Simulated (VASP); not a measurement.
Crystal: SrVO3.

```
CELL_PARAMETERS angstrom
3.84090 0.00000 0.00000
0.00000 3.84090 0.00000
0.00000 0.00000 3.84090
ATOMIC_POSITIONS crystal
Sr 0.50000 0.50000 0.50000
V 0.00000 0.00000 0.00000
O 0.00000 0.00000 0.50000
O 0.00000 0.50000 0.00000
O 0.50000 0.00000 0.00000
```

Base run:

* Program: VASP 6.6.1
* Functional: PBE
* Potentials or basis: VASP PAW PBE potentials, release 64 (Sr_sv, V_sv, O)
* Cutoff: 520 eV
* k mesh: 7 × 7 × 7
* Occupations: gaussian, width 0.014 eV
* Spin: collinear spin, ferromagnetic start
* Starting moments: [0.0, 2.0, 0.0, 0.0, 0.0] μB

Its results: pressure 3.2 GPa; net moment -0.10 μB per cell; site moments Sr +0.00; V -0.10; O +0.00 μB.

Question: The run is repeated on the same cell with these changes: k mesh from 7 × 7 × 7 to 4 × 4 × 4; occupations from gaussian, width 0.014 eV to fermi-dirac, width 0.05 eV. What comes out?

Answer: Pressure 4.1 GPa; net moment 0.62 μB per cell; site moments Sr -0.00; V +0.57; O +0.01 μB.

Caveats: some runs use coarse meshes; the cell stands under pressure (at least some runs).
